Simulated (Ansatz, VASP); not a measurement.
One calculation of CoO, two programs

```
CELL_PARAMETERS angstrom
-1.50800 1.50800 2.10725
1.50800 -1.50800 2.10725
1.50800 1.50800 -2.10725
ATOMIC_POSITIONS crystal
Co 0.00000 0.00000 0.00000
O 0.50000 0.50000 0.00000
```

Alike in both runs: task single point; functional PBE; k mesh 12 × 12 × 12; occupations fermi-dirac, width 0.05 eV; collinear spin.

|  | VASP | Ansatz |
| --- | --- | --- |
| version | VASP 6.6.1 | Ansatz 0.2.0 |
| potentials or method | VASP PAW PBE potentials, release 64 (Co, O) | Ansatz PAW |
| plane-wave cutoff (eV) | 520 | 420 |
| valence electrons in the cell | 15 | 23 |

|  | VASP | Ansatz | Ansatz less VASP |
| --- | --- | --- | --- |
| gap on the k mesh at the Fermi level (eV) | none | none | - |
| pressure (GPa) | -0.5 | 0.0 | +0.51 |
| traceless stress, the component that is largest in VASP (GPa) | 0.09 | 0.10 | +0.012 |
| net moment per atom (μB) | 1.44 | 1.46 | +0.016 |
| size of the moment on the site where the two differ most (μB) | 2.54 | 2.48 | -0.066 |

Site moments also hang on the region over which each program counts them. A gap of «none» marks a metal or a gap that the smearing closes. With one functional, cell and mesh, what is left measures potentials, basis and numerics. VASP's potentials hold 15 valence electrons a cell and Ansatz's 23, so a difference there can come from the potentials and not from the codes.
